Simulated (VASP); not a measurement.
Write the native input for VASP 6.6.1 that does the following.

- Task: single point
- Functional: PBE
- Potentials or basis: VASP PAW PBE potentials, release 64 (Mg, S)
- Cutoff: 520 eV
- k mesh: 6 × 6 × 4
- Occupations: gaussian, width 0.02 eV
- Spin: no spin polarisation
- Dipole correction: no
- Further INCAR settings: ALGO = Normal; EDIFF = 1e-06; NBANDS = 16

The structure of MgS lies in POSCAR:

```
MgS
1.0
    3.9192322060      0.0268705852     -0.0178330310
   -1.9363454936      3.3113967048      0.0391752959
   -0.0284307403      0.0557036676      6.4739754463
Mg S
2 2
Direct
    0.6737002632      0.3107923819      0.5059145221
    0.3041064126      0.6571591751      0.9818391307
    0.3202291293      0.6696803341      0.3608494689
    0.7019641949      0.3623681089      0.9013948782
```

This cell differs from its parent crystal: atoms moved at random and the cell strained at random.

These files were run (other wordings do the same):

INCAR

```
SYSTEM = MgS
PREC = Accurate
ENCUT = 520
EDIFF = 1E-6
ISMEAR = 0
SIGMA = 0.02
LREAL = .FALSE.
LASPH = .TRUE.
NELM = 100
ALGO = Normal
ISIF = 2
LWAVE = .FALSE.
LCHARG = .TRUE.
GGA = PE
LELF = .TRUE.
LVHAR = .TRUE.
NBANDS = 16
```

KPOINTS

```
regular mesh
0
G
  6 6 4
  0 0 0
```

Potentials or basis: VASP PAW PBE potentials, release 64 (Mg, S).

Launch:

```sh
$ cat potpaw_PBE.64/Mg/POTCAR potpaw_PBE.64/S/POTCAR > POTCAR
$ mpirun -np 1 vasp_std > vasp.out
```

Results of the run:

The pressure is 7.7 GPa, the largest force is 3.470 eV/Å and the band gap on the k mesh is 3.31 eV, direct.

Caveat: the cell differs from its parent crystal (atoms moved at random and the cell strained at random); forces of over 1 eV/Å act on the atoms, so gaps and moduli don't describe the material at rest.

It took 53 s on 1 thread of Intel(R) Xeon(R) Platinum 8488C (Sapphire Rapids) (shared host), peak memory 0.25 GiB.
